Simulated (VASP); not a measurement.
# Si8S15 (a cell with a defect) in VASP: notebook

Si8S15 (a cell with a defect) is run at these levels: PBE+D3(BJ); tasks: single point.

All numbers are computed with VASP 6.6.1; they aren't measurements. Logs are shortened: lines on timing, memory, paths and dates and some standing lists are left out, and cuts for length are marked.

## Step 1: The cell of the first run

The cell holds a defect, 23 atoms: a = 7.735 Å, b = 7.735 Å, c = 9.563 Å, α = 90.00°, β = 90.00°, γ = 91.21°.

## Step 2: Single point, PBE+D3(BJ)

Input file INCAR:

```
  ALGO = Normal
  EDIFF = 1E-6
  ENCUT = 400
  GGA = PE
  GGA_COMPAT = F
  ISIF = 2
  ISMEAR = 0
  IVDW = 12
  LASPH = T
  LCHARG = F
  LREAL = F
  LWAVE = F
  NBANDS = 78
  NELECT = 120.0
  NELM = 120
  PREC = Accurate
  SIGMA = 0.05
```

Input file KPOINTS:

```
k-points
0
Gamma
  4 4 2
```

Input file POSCAR:

```
Si8S15
1.0
    5.4113830413      0.0000000000      5.5267872967
    5.4113830413      0.0000000000     -5.5267872967
    0.0000000000      9.5632436157      0.0000000000
Si S
8 15
Direct
    0.3838419744      0.6334506397      0.0067338032
    0.3159468570      0.1107111678      0.4540731340
    0.8781934541      0.1291078140      0.0094762827
    0.8841286035      0.6276481341      0.5072945117
    0.1334506665      0.8838419476      0.0067338032
    0.1276481379      0.3841286073      0.5072945117
    0.6291077872      0.3781934810      0.0094762827
    0.6107111640      0.8159468532      0.4540731340
    0.3970870289      0.3996521720      0.8887376858
    0.8974209357      0.3974208721      0.3859729134
    0.8996521681      0.8970870251      0.8887376858
    0.1150826594      0.1162498836      0.1284198175
    0.1140482133      0.6140482770      0.6302890779
    0.6162498798      0.6150826556      0.1284198175
    0.3753754663     -0.1246245973      0.3544100868
    0.3659887043      0.8659887679      0.8865598683
    0.3640913392      0.3575179001      0.3791657042
    0.8611529431      0.3611528795      0.8887040152
    0.8575179887      0.8640914278      0.3791657042
    0.1357163723      0.1301234304      0.6124155397
    0.1533854767      0.6533855403      0.1319841939
    0.6301234266      0.6357163685      0.6124155397
    0.6457297341      0.1457296705      0.1301171496
```

Potentials or basis: VASP PAW PBE potentials, release 64 (Si, S).

Started as:

```bash
$ cat potpaw_PBE.64/Si/POTCAR potpaw_PBE.64/S/POTCAR > POTCAR
$ mpirun -np 1 vasp_std > vasp.out
```

OUTCAR:

```text
EDIFF = 1E-6
   ENCUT = 400
   GGA = PE
   ISIF = 2
   ISMEAR = 0
   IVDW = 12
   LASPH = T
   LREAL = F
   NELECT = 120.0
   NELM = 120
   PREC = Accurate
 IVDW          = 12

 ion  position               nearest neighbor table
   1  0.384  0.633  0.007-   9 2.14  16 2.14  14 2.15  21 2.16   7 2.77   5 2.77
   2  0.316  0.111  0.454-  17 2.07  20 2.07  15 2.11   6 2.64
   3  0.878  0.129  0.009-  18 2.14  23 2.14  11 2.14  12 2.16   7 2.75   5 2.77
   4  0.884  0.628  0.507-  10 2.13  13 2.14  22 2.21  19 2.21   8 2.64   6 2.69
   5  0.133  0.884  0.007-  11 2.14  16 2.14  12 2.15  21 2.16   3 2.77   1 2.77
   6  0.128  0.384  0.507-  10 2.13  13 2.14  20 2.21  17 2.21   2 2.64   4 2.69
   7  0.629  0.378  0.009-  18 2.14  23 2.14   9 2.14  14 2.16   3 2.75   1 2.77
   8  0.611  0.816  0.454-  19 2.07  22 2.07  15 2.11   4 2.64
   9  0.397  0.400  0.889-   1 2.14   7 2.14
  10  0.897  0.397  0.386-   6 2.13   4 2.13
  11  0.900  0.897  0.889-   5 2.14   3 2.14
  12  0.115  0.116  0.128-   5 2.15   3 2.16
  13  0.114  0.614  0.630-   4 2.14   6 2.14
  14  0.616  0.615  0.128-   1 2.15   7 2.16
  15  0.375  0.875  0.354-   8 2.11   2 2.11
  16  0.366  0.866  0.887-   5 2.14   1 2.14
  17  0.364  0.358  0.379-   2 2.07   6 2.21
  18  0.861  0.361  0.889-   3 2.14   7 2.14
  19  0.858  0.864  0.379-   8 2.07   4 2.21
  20  0.136  0.130  0.612-   2 2.07   6 2.21
  21  0.153  0.653  0.132-   5 2.16   1 2.16
  22  0.630  0.636  0.612-   8 2.07   4 2.21
  23  0.646  0.146  0.130-   3 2.14   7 2.14

  LATTYP: Found a base centered orthorhombic cell.
 ALAT       =    10.8227660826
 B/A-ratio  =     1.0213262034
 C/A-ratio  =     0.8836228689

  Lattice vectors:

 A1 = (   5.4113830413,   0.0000000000,   5.5267872967)
 A2 = (   5.4113830413,   0.0000000000,  -5.5267872967)
 A3 = (   0.0000000000,   9.5632436157,   0.0000000000)

Analysis of symmetry for initial positions (statically):
=====================================================================
 Subroutine PRICEL returns:
 Original cell was already a primitive cell.

 Routine SETGRP: Setting up the symmetry group for a
 base centered orthorhombic supercell.

 Subroutine GETGRP returns: Found  2 space group operations
 (whereof  1 operations were pure point group operations)
 out of a pool of  8 trial point group operations.

The static configuration has the point symmetry C_1 .
 The point group associated with its full space group is C_1h.

Analysis of symmetry for dynamics (positions and initial velocities):
=====================================================================
 Subroutine PRICEL returns:
 Original cell was already a primitive cell.

 Routine SETGRP: Setting up the symmetry group for a
 base centered orthorhombic supercell.

 Subroutine GETGRP returns: Found  2 space group operations
 (whereof  1 operations were pure point group operations)
 out of a pool of  8 trial point group operations.

The dynamic configuration has the point symmetry C_1 .
 The point group associated with its full space group is C_1h.

 Subroutine INISYM returns: Found  2 space group operations
 (whereof  1 operations are pure point group operations),
 and found     1 'primitive' translations

----------------------------------------------------------------------------------------

                                     Primitive cell

  volume of cell :     572.0266

  direct lattice vectors                    reciprocal lattice vectors
     5.411383041  0.000000000  5.526787297     0.092397821  0.000000000  0.090468472
     5.411383041  0.000000000 -5.526787297     0.092397821  0.000000000 -0.090468472
     0.000000000  9.563243616  0.000000000     0.000000000  0.104567032  0.000000000

  length of vectors
     7.734884889  7.734884889  9.563243616     0.129313192  0.129313192  0.104567032

  position of ions in fractional coordinates (direct lattice)
     0.383841974  0.633450640  0.006733803
     0.315946857  0.110711168  0.454073134
     0.878193454  0.129107814  0.009476283
     0.884128604  0.627648134  0.507294512
[... 50 lines left out ...]
 non-spin polarized calculation
 Gauss-broadening in eV      SIGMA  =   0.05
  energy-cutoff  :      400.00
  volume of cell :      572.03
 maximum number of plane-waves:     10414
   NGX = 25   NGY = 25   NGZ = 31

 number of electron     119.9999988 magnetization

 Free energy of the ion-electron system (eV)
  ---------------------------------------------------
  ext. energy  EPLUGINS =         0.00000000
  ---------------------------------------------------
  free energy    TOTEN  =      -123.25205274 eV

  energy without entropy =     -123.25205274  energy(sigma->0) =     -123.25205274

 E-fermi :   2.7561     XC(G=0):  -8.1199

 val. band max:        2.5269615196   @ k =   0.5000   0.5000   0.0000
 cond. band min:       3.4159886068   @ k =   0.0000   0.0000   0.0000
 fundamental gap:      0.8890270872
 Fermi energy:         2.7560937526

 k-point     1 :       0.0000    0.0000    0.0000
  band No.  band energies     occupation
      1     -12.9272      2.00000
      2     -12.2965      2.00000
      3     -12.0014      2.00000
      4     -11.8434      2.00000
      5     -11.2039      2.00000
      6     -11.0121      2.00000
[... 64 lines left out ...]
     71       6.1695      0.00000
     72       6.4693      0.00000

 k-point     2 :       0.2500    0.0000    0.0000
  band No.  band energies     occupation
      1     -12.8686      2.00000
      2     -12.4692      2.00000
      3     -11.8408      2.00000
      4     -11.7656      2.00000
      5     -11.3535      2.00000
      6     -11.2696      2.00000
[... 64 lines left out ...]
     71       6.3141      0.00000
     72       6.6032      0.00000

 k-point     3 :       0.5000    0.0000    0.0000
  band No.  band energies     occupation
      1     -12.7283      2.00000
      2     -12.6762      2.00000
      3     -11.6888      2.00000
      4     -11.6011      2.00000
      5     -11.5629      2.00000
      6     -11.4193      2.00000
[... 814 lines left out ...]
     71       6.5286      0.00000
     72       6.6657      0.00000

 k-point    14 :       0.5000    0.5000    0.5000
  band No.  band energies     occupation
      1     -12.8278      2.00000
      2     -12.3764      2.00000
      3     -12.0609      2.00000
      4     -11.7922      2.00000
      5     -11.1934      2.00000
      6     -11.0872      2.00000
[... 64 lines left out ...]
     71       6.6580      0.00000
     72       6.7085      0.00000
 [bands above 72 left out]

------------------------ aborting loop because EDIFF is reached ----------------------------------------

 Edisp (eV)   -5.44965

 E8    (eV) :    -2.0388

  FORCE on cell =-STRESS in cart. coord.  units (eV):
  Direction    XX          YY          ZZ          XY          YZ          ZX
  --------------------------------------------------------------------------------------
  -------------------------------------------------------------------------------------
  Total     -18.24262   -19.69377   -17.79566    -0.39592     0.00000     0.00000
  in kB     -51.09538   -55.15986   -49.84348    -1.10893     0.00000     0.00000
  external pressure =      -52.03 kB  Pullay stress =        0.00 kB

 VOLUME and BASIS-vectors are now :
 -----------------------------------------------------------------------------
  energy-cutoff  :      400.00
  volume of cell :      572.03
      direct lattice vectors                 reciprocal lattice vectors
     5.411383041  0.000000000  5.526787297     0.092397821  0.000000000  0.090468472
     5.411383041  0.000000000 -5.526787297     0.092397821  0.000000000 -0.090468472
     0.000000000  9.563243616  0.000000000     0.000000000  0.104567032  0.000000000

 POSITION                                       TOTAL-FORCE (eV/Angst)
 -----------------------------------------------------------------------------------
      5.50496      0.06440     -1.37953         0.002691      0.000612     -0.015950
      2.30881      4.34241      1.13429         0.004933     -0.001802     -0.041317
      5.45089      0.09062      4.14004         0.010186     -0.008041     -0.003685
      8.18080      4.85138      1.41751        -0.013309     -0.001794      0.014428
      5.50496      0.06440     -4.14725         0.002691      0.000612      0.015950
      2.76942      4.85138     -1.41751        -0.013309     -0.001794     -0.014428
[... 15 lines left out ...]
      6.84994      5.85668     -0.03091         0.048818     -0.054611     -0.022254
      4.28289      1.24434      2.76339         0.033464     -0.029849     -0.000000
 -----------------------------------------------------------------------------------
    total drift:                                0.000369      0.000181      0.001073

  FREE ENERGIE OF THE ION-ELECTRON SYSTEM (eV)
  ---------------------------------------------------
  free  energy   TOTEN  =      -128.7016986585 eV

  energy  without entropy=     -128.7016986585  energy(sigma->0) =     -128.70169866
```

Run time: 7 min. Hardware: 1 thread of AMD EPYC 7R13 (Zen 3), shared host; peak memory 0.54 GiB.

Results:

```yaml
Free_energy: -128.7017 eV
Largest_force: 0.082 eV/Å
Dispersion_energy_per_atom: -0.237 eV
```

Forces on the atoms (eV/Å):
```
Si   0.003  0.001 -0.016
Si   0.005 -0.002 -0.041
Si   0.010 -0.008 -0.004
Si  -0.013 -0.002  0.014
Si   0.003  0.001  0.016
Si  -0.013 -0.002 -0.014
Si   0.010 -0.008  0.004
Si   0.005 -0.002  0.041
S    0.031  0.031  0.005
S    0.027  0.023  0.000
S    0.031  0.031 -0.005
S   -0.027 -0.026 -0.003
S   -0.030 -0.020  0.000
S   -0.027 -0.026  0.003
S    0.026  0.036  0.000
S   -0.035  0.037  0.000
S   -0.068  0.038  0.024
S   -0.032  0.033  0.000
S   -0.068  0.038 -0.024
S    0.049 -0.055  0.022
S    0.034 -0.035  0.000
S    0.049 -0.055 -0.022
S    0.033 -0.030  0.000
```

Levels at points of the mesh, in eV from the Fermi level:
```
           k point  band 56  band 57  band 58  band 59  band 60  band 61  band 62  band 63  band 64  band 65
(0.00, 0.00, 0.00)    -1.15    -1.11    -0.80    -0.79    -0.63     0.66     1.03     1.26     1.89     2.29
(0.50, 0.00, 0.00)    -1.35    -1.13    -1.10    -0.69    -0.63     0.72     1.11     1.55     2.30     2.41
(0.50, 0.50, 0.00)    -1.38    -1.29    -0.86    -0.86    -0.23     0.72     1.18     1.68     2.42     2.63
(0.00, 0.00, 0.50)    -1.11    -1.10    -0.92    -0.91    -0.64     0.71     1.07     1.41     2.04     2.44
(0.50, 0.00, 0.50)    -1.32    -1.10    -1.01    -0.67    -0.60     0.73     1.09     1.48     2.30     2.39
(0.50, 0.50, 0.50)    -1.39    -1.36    -0.88    -0.88    -0.25     0.69     1.21     1.71     2.43     2.60
```

Caveat: the cell carries a net charge on a neutralising background, which shifts energy and pressure; the cell is charged against a uniform background, so pressure and absolute levels hang on convention.

## Step 3: Single point, PBE+D3(BJ)

Input file INCAR:

```
SYSTEM = Si8S15
PREC = Accurate
ENCUT = 400
EDIFF = 1E-6
ISMEAR = 0
SIGMA = 0.05
LREAL = .FALSE.
LASPH = .TRUE.
NELM = 120
ALGO = Normal
ISIF = 2
LWAVE = .FALSE.
LCHARG = .TRUE.
GGA = PE
IVDW = 12
LELF = .TRUE.
LVHAR = .TRUE.
NELECT = 120.0
NBANDS = 78
GGA_COMPAT = .FALSE.
```

Input file KPOINTS:

```
regular mesh
0
G
  4 4 2
  0 0 0
```

Input file POSCAR:

```
Si8S15
1.0
    5.4113830413      0.0000000000      5.5267872967
    5.4113830413      0.0000000000     -5.5267872967
    0.0000000000      9.5632436157      0.0000000000
Si S
8 15
Direct
    0.3708914660      0.6218057722     -0.0094763873
    0.3892892942      0.1840539669      0.5459273244
    0.8665490487      0.1161577676     -0.0067339077
    0.8723522240      0.6158717547      0.4927052148
    0.1218057990      0.8708914392     -0.0094763873
    0.1158717585      0.3723522279      0.4927052148
    0.6161577407      0.3665490755     -0.0067339077
    0.6840539631      0.8892892904      0.5459273244
    0.3837500144      0.3849166958      0.8715799090
    0.8859521486      0.3859520850      0.3697107532
    0.8849166920      0.8837500106      0.8715799090
    0.1003475432      0.1029123243      0.1112622498
    0.1025794262      0.6025794899      0.6140268131
    0.6029123205      0.6003475394      0.1112622498
    0.6246253327      0.1246252691      0.6455900579
    0.3542694267      0.8542694903      0.8698826815
    0.3698773011      0.3642839974      0.3875845005
    0.8466144232      0.3466143596      0.8680159508
    0.8642839935      0.8698772973      0.3875845005
    0.1424826524      0.1359093942      0.6208348588
    0.1388461252      0.6388461889      0.1112957112
    0.6359093904      0.6424826486      0.6208348588
    0.6340110109      0.1340109473      0.1134399628
```

Potentials or basis: VASP PAW PBE potentials, release 64 (Si, S).

Started as:

```bash
$ cat potpaw_PBE.64/Si/POTCAR potpaw_PBE.64/S/POTCAR > POTCAR
$ mpirun -np 1 vasp_std > vasp.out
```

It took 11 min on 1 thread of Intel Xeon Platinum 8259CL at 2.50GHz (Skylake/Cascade Lake), shared host; peak memory 0.57 GiB.

Results (log left out):

```
Free energy                : -128.7017 eV
Largest force              : 0.082 eV/Å
Dispersion energy per atom : -0.237 eV
```

Forces in eV/Å, atoms in the order of the input:
```
Si  -0.010  0.008 -0.004
Si  -0.005  0.002 -0.041
Si  -0.003 -0.001 -0.016
Si   0.013  0.002  0.014
Si  -0.010  0.008  0.004
Si   0.013  0.002 -0.014
Si  -0.003 -0.001  0.016
Si  -0.005  0.002  0.041
S    0.027  0.026 -0.003
S    0.030  0.020  0.000
S    0.027  0.026  0.003
S   -0.031 -0.031  0.005
S   -0.027 -0.023  0.000
S   -0.031 -0.031 -0.005
S   -0.026 -0.036  0.000
S   -0.033  0.030  0.000
S   -0.049  0.055  0.022
S   -0.034  0.035  0.000
S   -0.049  0.055 -0.022
S    0.068 -0.039  0.024
S    0.032 -0.033  0.000
S    0.068 -0.039 -0.024
S    0.035 -0.037  0.000
```

Levels at points of the mesh, in eV from the Fermi level:
| k point | band 57 | band 58 | band 59 | band 60 | band 61 | band 62 | band 63 | band 64 |
| --- | --- | --- | --- | --- | --- | --- | --- | --- |
| (0.00, 0.00, 0.00) | -1.11 | -0.80 | -0.79 | -0.63 | 0.66 | 1.03 | 1.26 | 1.89 |
| (0.50, 0.00, 0.00) | -1.13 | -1.10 | -0.69 | -0.63 | 0.72 | 1.11 | 1.55 | 2.30 |
| (0.50, 0.50, 0.00) | -1.29 | -0.86 | -0.86 | -0.23 | 0.72 | 1.18 | 1.68 | 2.42 |
| (0.00, 0.00, 0.50) | -1.10 | -0.92 | -0.91 | -0.64 | 0.71 | 1.07 | 1.41 | 2.04 |
| (0.50, 0.00, 0.50) | -1.10 | -1.01 | -0.67 | -0.60 | 0.73 | 1.09 | 1.48 | 2.30 |
| (0.50, 0.50, 0.50) | -1.36 | -0.88 | -0.88 | -0.25 | 0.69 | 1.21 | 1.71 | 2.43 |

Caveat: the cell carries a net charge on a neutralising background, which shifts energy and pressure; the cell is charged against a uniform background, so pressure and absolute levels hang on convention.

## Step 4: Single point, PBE+D3(BJ)

Input file INCAR:

```
SYSTEM = Si8S15
PREC = Accurate ; ENCUT = 400
EDIFF = 1E-6 ; ISMEAR = 0
SIGMA = 0.05 ; LREAL = .FALSE.
LASPH = .TRUE. ; NELM = 120
ALGO = Normal ; ISIF = 2
LWAVE = .FALSE. ; LCHARG = .TRUE.
GGA = PE ; IVDW = 12
LELF = .TRUE. ; LVHAR = .TRUE.
NELECT = 120.0 ; NBANDS = 78
GGA_COMPAT = .FALSE.
```

KPOINTS is that of step 3.

Input file POSCAR:

```
Si8S15
1.0
    5.4113830413      0.0000000000      5.5267872967
    5.4113830413      0.0000000000     -5.5267872967
    0.0000000000      9.5632436157      0.0000000000
Si S
8 15
Direct
    0.3771593168      0.6274539140      0.0006095212
    0.3460924775      0.1611419909      0.5037045163
    0.8738752850      0.1238665046      0.0011545246
    0.8798283160      0.6089029267      0.4938890182
    0.1274537579      0.8771592880      0.0006095212
    0.1089029305      0.3798283198      0.4938890182
    0.6238663873      0.3738754023      0.0011545246
    0.6611420775      0.8460923832      0.5037045163
    0.3925121259      0.3942011723      0.8793877201
    0.8822640896      0.3822640260      0.3715573024
    0.8942010780      0.8925122125      0.8793877201
    0.1065841759      0.1086430574      0.1222847652
    0.1076699898      0.6076698725      0.6176192135
    0.6086429631      0.6065842625      0.1222847652
    0.5785214997      0.0785214361      0.5828682426
    0.3599769325      0.8599769961      0.8799442258
    0.3479575997      0.3694360814      0.3716432565
    0.8560172894      0.3560174067      0.8795632881
    0.8694361681      0.8479575054      0.3716432565
    0.1234360107      0.1422487484      0.6191454739
    0.1457023207      0.6457023844      0.1227386907
    0.6422488351      0.6234359164      0.6191454739
    0.6406826899      0.1406828072      0.1217359974
```

Started as:

```bash
$ cat potpaw_PBE.64/Si/POTCAR potpaw_PBE.64/S/POTCAR > POTCAR
$ mpirun -np 1 vasp_std > vasp.out
```

Run time: 14 min. Hardware: 1 thread of Intel Xeon Platinum 8259CL at 2.50GHz (Skylake/Cascade Lake), shared host; peak memory 0.57 GiB.

Results (log left out):

| Property | Result |
| --- | --- |
| Free energy | -128.2272 eV |
| Largest force | 0.803 eV/Å |
| Dispersion energy per atom | -0.235 eV |

Forces in eV/Å, atoms in the order of the input:
```
Si  -0.014 -0.012 -0.018
Si   0.038  0.038  0.157
Si  -0.016 -0.013 -0.005
Si  -0.065 -0.063 -0.067
Si  -0.014 -0.012  0.018
Si  -0.065 -0.063  0.067
Si  -0.016 -0.013  0.005
Si   0.038  0.038 -0.157
S    0.011  0.029 -0.005
S   -0.016 -0.009  0.000
S    0.011  0.029  0.005
S   -0.046 -0.056 -0.004
S   -0.118 -0.116  0.000
S   -0.046 -0.056  0.004
S    0.586  0.549  0.000
S   -0.033  0.014  0.000
S   -0.125  0.011  0.102
S   -0.048  0.004  0.000
S   -0.125  0.011 -0.102
S    0.018 -0.118  0.110
S    0.014 -0.018  0.000
S    0.018 -0.118 -0.110
S    0.012 -0.054  0.000
```

Levels at points of the mesh, in eV from the Fermi level:
| k point | band 56 | band 57 | band 58 | band 59 | band 60 | band 61 | band 62 | band 63 | band 64 | band 65 |
| --- | --- | --- | --- | --- | --- | --- | --- | --- | --- | --- |
| (0.00, 0.00, 0.00) | -1.16 | -1.14 | -0.87 | -0.86 | -0.63 | 0.40 | 0.50 | 1.34 | 1.81 | 2.46 |
| (0.50, 0.00, 0.00) | -1.42 | -1.18 | -1.16 | -0.69 | -0.68 | 0.31 | 0.65 | 1.50 | 2.33 | 2.44 |
| (0.50, 0.50, 0.00) | -1.53 | -1.36 | -0.93 | -0.88 | -0.23 | 0.34 | 0.68 | 1.58 | 2.40 | 2.83 |
| (0.00, 0.00, 0.50) | -1.12 | -1.11 | -0.98 | -0.98 | -0.63 | 0.41 | 0.60 | 1.44 | 2.02 | 2.65 |
| (0.50, 0.00, 0.50) | -1.40 | -1.13 | -1.07 | -0.69 | -0.64 | 0.33 | 0.65 | 1.46 | 2.27 | 2.43 |
| (0.50, 0.50, 0.50) | -1.48 | -1.47 | -0.93 | -0.90 | -0.26 | 0.33 | 0.68 | 1.60 | 2.41 | 2.86 |

Caveat: the cell carries a net charge on a neutralising background, which shifts energy and pressure; the cell is charged against a uniform background, so pressure and absolute levels hang on convention.
